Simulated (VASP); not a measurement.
# CaSe (P6_3/mmc) in VASP: further runs

The runs below take CaSe through single point, with r2SCAN.

Program: VASP 6.6.1. These are calculated values, not measurements. Logs are shortened: lines on timing, memory, paths and dates and some standing lists are left out, and cuts for length are marked.

### 1 The cell of the first run

The structure is hexagonal, space group P6_3/mmc (No. 194). The conventional cell has a = 5.006 Å, b = 5.006 Å, c = 5.876 Å, α = 90.00°, β = 90.00°, γ = 120.00°. Ca (site symmetry -6m2) has 5 Se at 2.89 to 2.94 Å within 3.8 Å. Within 3.8 Å of Se (site symmetry -6m2) lie 5 Ca at 2.89 to 2.94 Å.

### 2 Single point, r2SCAN

POSCAR

```
CaSe
1.0
    5.0055965804      0.0000000000      0.0000000000
   -2.5027982902      4.3349737997      0.0000000000
    0.0000000000      0.0000000000      5.8757325013
Ca Se
2 2
Direct
    0.3333333333      0.6666666667     -0.0624992791
    0.6666666667      0.3333333333      0.4375007209
    0.3333333333      0.6666666667      0.4374992791
    0.6666666667      0.3333333333      0.9374992791
```

INCAR.step1

```
  PREC = Accurate
  ENCUT = 520
  ISMEAR = 0
  SIGMA = 0.01
  LREAL = False
  LASPH = True
  NELM = 80
  NBANDS = 24
  GGA = PE
  ALGO = Normal
  EDIFF = 1E-4
  LWAVE = True
  LCHARG = False
```

INCAR.step2

```
  PREC = Accurate
  ENCUT = 520
  EDIFF = 1E-6
  ISMEAR = 0
  SIGMA = 0.01
  LREAL = False
  LASPH = True
  NELM = 80
  ALGO = Normal
  ISIF = 2
  LWAVE = False
  LCHARG = False
  METAGGA = R2SCAN
  LMIXTAU = True
  NBANDS = 24
  ISTART = 1
```

KPOINTS

```
regular mesh
0
Gamma
  6 6 4
```

Potentials or basis: VASP PAW PBE potentials, release 64 (Ca_sv, Se).

Started as:

```sh
$ cat potpaw_PBE.64/Ca_sv/POTCAR potpaw_PBE.64/Se/POTCAR > POTCAR
$ cp INCAR.step1 INCAR
$ mpirun -np 1 vasp_std > vasp.out
$ cp INCAR.step2 INCAR
$ mpirun -np 1 vasp_std > vasp.out
```

OUTCAR:

```text
PREC = Accurate
   ENCUT = 520
   EDIFF = 1E-6
   ISMEAR = 0
   LREAL = False
   LASPH = True
   NELM = 80
   ISIF = 2
   METAGGA = R2SCAN
   ISTART = 1

 ion  position               nearest neighbor table
   1  0.333  0.667  0.938-   4 2.89   4 2.89   4 2.89   3 2.94   3 2.94
   2  0.667  0.333  0.438-   3 2.89   3 2.89   3 2.89   4 2.94   4 2.94
   3  0.333  0.667  0.437-   2 2.89   2 2.89   2 2.89   1 2.94   1 2.94
   4  0.667  0.333  0.937-   1 2.89   1 2.89   1 2.89   2 2.94   2 2.94

  LATTYP: Found a hexagonal cell.
 ALAT       =     5.0055965804
 C/A-ratio  =     1.1738326105

  Lattice vectors:

 A1 = (   5.0055965804,   0.0000000000,   0.0000000000)
 A2 = (  -2.5027982902,   4.3349737997,   0.0000000000)
 A3 = (   0.0000000000,   0.0000000000,   5.8757325013)

Analysis of symmetry for initial positions (statically):
=====================================================================
 Subroutine PRICEL returns:
 Original cell was already a primitive cell.

 Routine SETGRP: Setting up the symmetry group for a
 hexagonal supercell.

 Subroutine GETGRP returns: Found 24 space group operations
 (whereof  6 operations were pure point group operations)
 out of a pool of 24 trial point group operations.

The static configuration has the point symmetry C_3v.
 The point group associated with its full space group is D_6h.

Analysis of symmetry for dynamics (positions and initial velocities):
=====================================================================
 Subroutine PRICEL returns:
 Original cell was already a primitive cell.

 Routine SETGRP: Setting up the symmetry group for a
 hexagonal supercell.

 Subroutine GETGRP returns: Found 24 space group operations
 (whereof  6 operations were pure point group operations)
 out of a pool of 24 trial point group operations.

The dynamic configuration has the point symmetry C_3v.
 The point group associated with its full space group is D_6h.

 Subroutine INISYM returns: Found 24 space group operations
 (whereof  6 operations are pure point group operations),
 and found     1 'primitive' translations

----------------------------------------------------------------------------------------

                                     Primitive cell

  volume of cell :     127.4983

  direct lattice vectors                    reciprocal lattice vectors
     5.005596580  0.000000000  0.000000000     0.199776387  0.115340951  0.000000000
    -2.502798290  4.334973800  0.000000000     0.000000000  0.230681902  0.000000000
     0.000000000  0.000000000  5.875732501     0.000000000  0.000000000  0.170191546

  length of vectors
     5.005596580  5.005596580  5.875732501     0.230681902  0.230681902  0.170191546

  position of ions in fractional coordinates (direct lattice)
     0.333333333  0.666666667  0.937500721
     0.666666667  0.333333333  0.437500721
     0.333333333  0.666666667  0.437499279
     0.666666667  0.333333333  0.937499279

  ion indices of the primitive-cell ions
   primitive index   ion index
                 1           1
                 2           2
                 3           3
                 4           4

----------------------------------------------------------------------------------------

 KPOINTS: regular mesh

Automatic generation of k-mesh.
 Grid dimensions read from file:
 generate k-points for:    6    6    4

 Generating k-lattice:

  Cartesian coordinates                     Fractional coordinates (reciprocal lattice)
     0.033296065  0.019223492  0.000000000     0.166666667  0.000000000  0.000000000
     0.000000000  0.038446984  0.000000000     0.000000000  0.166666667  0.000000000
     0.000000000  0.000000000  0.042547887     0.000000000  0.000000000  0.250000000

  Length of vectors
     0.038446984  0.038446984  0.042547887

  Shift w.r.t. Gamma in fractional coordinates (k-lattice)
     0.000000000  0.000000000  0.000000000

 Subroutine IBZKPT returns following result:
 ===========================================

 Found     21 irreducible k-points:

 Following reciprocal coordinates:
            Coordinates               Weight
  0.000000  0.000000  0.000000      1.000000
  0.166667  0.000000  0.000000      6.000000
  0.333333  0.000000  0.000000      6.000000
  0.500000 -0.000000  0.000000      3.000000
  0.166667  0.166667  0.000000      6.000000
  0.333333  0.166667  0.000000     12.000000
[... 13 lines left out ...]
  0.333333  0.166667  0.500000     12.000000
  0.333333  0.333333  0.500000      2.000000
   k-points           NKPTS =     21   k-points in BZ     NKDIM =     21   number of bands    NBANDS=     24
   number of dos      NEDOS =    301   number of ions     NIONS =      4
   total plane-waves  NPLWV =  76800
   dimension x,y,z NGX =    40 NGY =   40 NGZ =   48
   dimension x,y,z NGXF=    80 NGYF=   80 NGZF=   96
   ions per type =               2   2
   NGX,Y,Z   is equivalent  to a cutoff of  13.28, 13.28, 13.58 a.u.
   NGXF,Y,Z  is equivalent  to a cutoff of  26.57, 26.57, 27.16 a.u.
 SYSTEM =  unknown system
   PREC   = accura    normal or accurate (medium, high low for compatibility)
   ISTART =      1    job   : 0-new  1-cont  2-samecut
   ICHARG =      0    charge: 1-file 2-atom 10-const
   ISPIN  =      1    spin polarized calculation?
   LNONCOLLINEAR =      F non collinear calculations
   LSORBIT =      F    spin-orbit coupling
   LASPH  =      T    aspherical Exc in radial PAW
   ENCUT  =  520.0 eV  38.22 Ry    6.18 a.u.   9.31  9.31 10.92*2*pi/ulx,y,z
   NELM   =     80;   NELMIN=  2; NELMDL=  0     # of ELM steps
   EDIFF  = 0.1E-05   stopping-criterion for ELM
   LREAL  =      F    real-space projection
   EDIFFG = 0.1E-04   stopping-criterion for IOM
   NSW    =      0    number of steps for IOM
   IBRION =     -1    ionic relax: 0-MD 1-quasi-New 2-CG
   NFREE  =      0    steps in history (QN), initial steepest desc. (CG)
   ISIF   =      2    stress and relaxation
   ISYM   =      2    0-nonsym 1-usesym 2-fastsym
   POTIM  = 0.5000    time-step for ionic-motion
   TEBEG  =    0.0;   TEEND  =   0.0 temperature during run
   PSTRESS=    0.0 pullay stress
   NELECT =      32.0000    total number of electrons
   NUPDOWN=      -1.0000    fix difference up-down
   EMIN   =  10.00;   EMAX   =-10.00  energy-range for DOS
   EFERMI =   0.00;   METHOD = LEGACY
   ISMEAR =     0;   SIGMA  =   0.01  broadening in eV -4-tet -1-fermi 0-gaus
   EFERMI_NEDOS =   21; number of points for ismear=-14 and -15
   IALGO  =     38    algorithm
   IMIX   =      4    mixing-type and parameters
     AMIX     =   0.40;   BMIX     =  1.00
     AMIX_MAG =   1.60;   BMIX_MAG =  1.00
  volume/ion in A,a.u.               =      31.87       215.10
  Fermi-wavevector in a.u.,A,eV,Ry     =   1.032658  1.951442 14.509029  1.066384
  Thomas-Fermi vector in A             =   2.166867
   LORBIT       =      0    0 simple, 1 ext, 2 COOP (PROOUT), +10 PAW based schemes
   METAGGA = R2SCAN    functional components
   LHFCALC =     F    Hartree Fock is set to
   AEXX    =    0.0000 exact exchange contribution
   IVDW    =     0    specifies the selected vdW correction
   LEPSILON=     F    determine dielectric tensor
   LRPA    =     F    only Hartree local field effects (RPA)
 non-spin polarized calculation
 Gauss-broadening in eV      SIGMA  =   0.01
  energy-cutoff  :      520.00
  volume of cell :      127.50
 maximum number of plane-waves:      3460
 NGX is ok and might be reduce to    40
   NGX = 19   NGY = 19   NGZ = 21

 number of electron      32.0000003 magnetization

 Free energy of the ion-electron system (eV)
  ---------------------------------------------------
  ext. energy  EPLUGINS =         0.00000000
  ---------------------------------------------------
  free energy    TOTEN  =       -51.36344686 eV

  energy without entropy =      -51.36344686  energy(sigma->0) =      -51.36344686

 E-fermi :   0.9550     XC(G=0):  -8.4485

 val. band max:        0.9092119555   @ k =   0.0000   0.0000   0.0000
 cond. band min:       3.8017827453   @ k =   0.3333   0.3333   0.0000
 fundamental gap:      2.8925707898
 Fermi energy:         0.9549507392

 k-point     1 :       0.0000    0.0000    0.0000
  band No.  band energies     occupation
      1     -40.5347      2.00000
      2     -40.5264      2.00000
      3     -20.6998      2.00000
      4     -20.6998      2.00000
      5     -20.6958      2.00000
      6     -20.6710      2.00000
[... 16 lines left out ...]
     23       6.7862      0.00000
     24       7.4115      0.00000

 k-point     2 :       0.1667    0.0000    0.0000
  band No.  band energies     occupation
      1     -40.5341      2.00000
      2     -40.5267      2.00000
      3     -20.7044      2.00000
      4     -20.7019      2.00000
      5     -20.6913      2.00000
      6     -20.6780      2.00000
[... 16 lines left out ...]
     23       6.8858      0.00000
     24       6.9644      0.00000

 k-point     3 :       0.3333    0.0000    0.0000
  band No.  band energies     occupation
      1     -40.5326      2.00000
      2     -40.5278      2.00000
      3     -20.7133      2.00000
      4     -20.7060      2.00000
      5     -20.6922      2.00000
      6     -20.6796      2.00000
[... 16 lines left out ...]
     23       6.6079      0.00000
     24       6.9831      0.00000
[... 433 lines left out ...]
 k-point    20 :       0.3333    0.1667    0.5000
  band No.  band energies     occupation
      1     -40.5300      2.00000
      2     -40.5300      2.00000
      3     -20.7336      2.00000
      4     -20.7336      2.00000
      5     -20.6910      2.00000
      6     -20.6910      2.00000
[... 16 lines left out ...]
     23       6.9902      0.00000
     24       6.9902      0.00000

 k-point    21 :       0.3333    0.3333    0.5000
  band No.  band energies     occupation
      1     -40.5300      2.00000
      2     -40.5300      2.00000
      3     -20.7365      2.00000
      4     -20.7365      2.00000
      5     -20.6934      2.00000
      6     -20.6934      2.00000
[... 16 lines left out ...]
     23       7.0935      0.00000
     24       7.0935      0.00000

------------------------ aborting loop because EDIFF is reached ----------------------------------------

  FORCE on cell =-STRESS in cart. coord.  units (eV):
  Direction    XX          YY          ZZ          XY          YZ          ZX
  --------------------------------------------------------------------------------------
  -------------------------------------------------------------------------------------
  Total        0.1505005      0.1505005      0.1773320      0.0000000      0.0000000      0.0000000
  in kB        1.8912292      1.8912292      2.2284012      0.0000000      0.0000000      0.0000000
  external PRESSURE =       2.0036199 kB  Pullay stress =       0.0000000 kB

 VOLUME and BASIS-vectors are now :
 -----------------------------------------------------------------------------
  energy-cutoff  :      520.00
  volume of cell :      127.50
      direct lattice vectors                 reciprocal lattice vectors
     5.005596580  0.000000000  0.000000000     0.199776387  0.115340951  0.000000000
    -2.502798290  4.334973800  0.000000000     0.000000000  0.230681902  0.000000000
     0.000000000  0.000000000  5.875732501     0.000000000  0.000000000  0.170191546

 POSITION                                       TOTAL-FORCE (eV/Angst)
 -----------------------------------------------------------------------------------
     -0.00000      2.88998      5.50850        -0.000000      0.000000     -0.000000
      2.50280      1.44499      2.57064         0.000000      0.000000     -0.000000
     -0.00000      2.88998      2.57063        -0.000000      0.000000      0.000000
      2.50280      1.44499      5.50849         0.000000     -0.000000     -0.000000
 -----------------------------------------------------------------------------------
    total drift:                               -0.000000      0.000000      0.005856

  FREE ENERGIE OF THE ION-ELECTRON SYSTEM (eV)
  ---------------------------------------------------
  free  energy   TOTEN  =       -51.3634468588 eV

  energy  without entropy=      -51.3634468588  energy(sigma->0) =      -51.36344686
```

Wall time 3.3 min (1 thread of Intel Xeon Platinum 8488C (Sapphire Rapids), shared host); peak memory 0.32 GiB.

What came out:

```yaml
Free_energy: -51.3634 eV
Pressure: 0.2 GPa
Band_gap_on_the_k_mesh: 2.89 eV, indirect (least direct gap 3.04 eV)
```

Caveat: the PAW data sets were made with another functional, which shifts forces and pressure a little. A k mesh can miss the band edges.

### 3 Single point, r2SCAN

POSCAR is that of step 2.

INCAR.step1

```
SYSTEM = CaSe
PREC = Accurate
ENCUT = 520
ISMEAR = 0
SIGMA = 0.01
LREAL = .FALSE.
LASPH = .TRUE.
NELM = 100
NBANDS = 24
GGA = PE
ALGO = Normal
EDIFF = 1E-4
LWAVE = .TRUE.
LCHARG = .FALSE.
```

INCAR.step2

```
SYSTEM = CaSe
PREC = Accurate
ENCUT = 520
EDIFF = 1E-7
ISMEAR = 0
SIGMA = 0.01
LREAL = .FALSE.
LASPH = .TRUE.
NELM = 100
ALGO = Normal
ISIF = 2
LWAVE = .FALSE.
LCHARG = .FALSE.
METAGGA = R2SCAN
LMIXTAU = .TRUE.
NBANDS = 24
ISTART = 1
```

KPOINTS

```
regular mesh
0
G
  6 6 4
  0 0 0
```

Potentials or basis: VASP PAW PBE potentials, release 64 (Ca_sv, Se).

Started as:

```sh
$ cat potpaw_PBE.64/Ca_sv/POTCAR potpaw_PBE.64/Se/POTCAR > POTCAR
$ cp INCAR.step1 INCAR
$ mpirun -np 1 vasp_std > vasp.out
$ cp INCAR.step2 INCAR
$ mpirun -np 1 vasp_std > vasp.out
```

Run time: 3.6 min. Hardware: 1 thread of Intel Xeon Platinum 8488C (Sapphire Rapids), shared host; peak memory 0.32 GiB.

The run converged. Its results:

* Free energy: -51.3634 eV
* Pressure: 0.2 GPa
* Band gap on the k mesh: 2.89 eV, indirect (least direct gap 3.04 eV)

Levels at points of the mesh, in eV from the valence-band top:
```
           k point  band 13  band 14  band 15  band 16  band 17  band 18  band 19  band 20
(0.00, 0.00, 0.00)    -1.57    -1.07    -1.07     0.00     3.04     4.09     4.09     4.94
(0.50, 0.00, 0.00)    -1.59    -1.44    -0.99    -0.52     3.54     3.70     4.16     5.11
(0.00, 0.00, 0.50)    -1.40    -1.40    -1.40    -1.40     4.23     4.23     5.56     5.56
(0.50, 0.00, 0.50)    -1.24    -1.24    -1.06    -1.06     4.04     4.04     5.22     5.22
```

Caveat: the PAW data sets were made with another functional, which shifts forces and pressure a little. r2SCAN opens gaps a little over a GGA but as a rule still falls short of measured ones.
